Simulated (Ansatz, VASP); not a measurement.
## Two plane-wave programs on Au

```
Au
1.0
    -1.61584    1.61584    1.74013
     1.61584   -1.61584    1.74013
     1.61584    1.61584   -1.74013
Au
1
Cartesian
  0.0000 0.0000 0.0000
```

Change from the starting cell: strain -0.025 along x and y, +0.050 along z, atoms carried along.

Alike in both runs: task single point; functional PBEsol; k mesh 20 × 20 × 20; occupations gaussian, width 0.15 eV; no spin polarisation.

|  | VASP | Ansatz |
| --- | --- | --- |
| version | VASP 6.6.1 | Ansatz 0.2.0 |
| potentials or method | VASP PAW PBE potentials, release 64 (Au), cutoff 520 eV | scalar-relativistic, plane waves, PAW |
| valence electrons in the cell | 11 | 19 |

Ansatz gave:

| Item | Value |
| --- | --- |
| gap on the k mesh at the Fermi level (eV) | none |
| pressure (GPa) | -9.2 |
| traceless stress, the component that is largest in VASP (GPa) | 0.33 |

**Question.** Which values does VASP return?

**Answer.** gap on the k mesh at the Fermi level (eV): none; pressure (GPa): -9.4; traceless stress, the component that is largest in VASP (GPa): 0.33.

VASP's potentials were made for PBE, not for PBEsol. A gap of «none» marks a metal or a gap that the smearing closes. VASP's potentials hold 11 valence electrons a cell and Ansatz's 19, so a difference there can come from the potentials and not from the codes.

Neither program's run includes spin-orbit coupling.
